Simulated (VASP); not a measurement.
SnSe2, 3 atoms in the cell. The structure is trigonal, space group P-3m1 (No. 164). The conventional cell has a = 4.045 Å, b = 4.045 Å, c = 6.585 Å, α = 90.00°, β = 90.00°, γ = 120.00°. Within 3.7 Å of Sn (site symmetry -3m) lie 6 Se at 2.78 Å. Within 4.3 Å of Se (site symmetry 3m) lie 3 Sn at 2.78 Å and 12 Se at 3.82 to 4.26 Å.  This cell differs from its parent crystal: strain +5.8%.

| Quantity | Value |
| --- | --- |
| Program | VASP 6.6.1 |
| Task | single point |
| Functional | r2SCAN |
| Potentials or basis | VASP PAW PBE potentials, release 64 (Sn_d, Se) |
| Cutoff | 520 eV |
| k mesh | 12 × 12 × 4 |
| Occupations | gaussian, width 0.01 eV |
| Spin | no spin polarisation |
| Dipole correction | no |
| Further INCAR settings | ALGO = Normal; EDIFF = 1e-06; NBANDS = 20 |

Potentials or basis: VASP PAW PBE potentials, release 64 (Sn_d, Se).

The run is started by

```bash
$ cat potpaw_PBE.64/Sn_d/POTCAR potpaw_PBE.64/Se/POTCAR > POTCAR
$ cp INCAR.step1 INCAR
$ mpirun -np 1 vasp_std > vasp.out
$ cp INCAR.step2 INCAR
$ mpirun -np 1 vasp_std > vasp.out
```

Hardware: 1 thread of Intel Xeon 8259CL, with other jobs on the host.

Question: Estimate the wall time of this run.

Answer: It took 8 min on 1 thread of Intel Xeon 8259CL, with other jobs on the host, peak memory 0.3 GiB. Counts: k points 69.
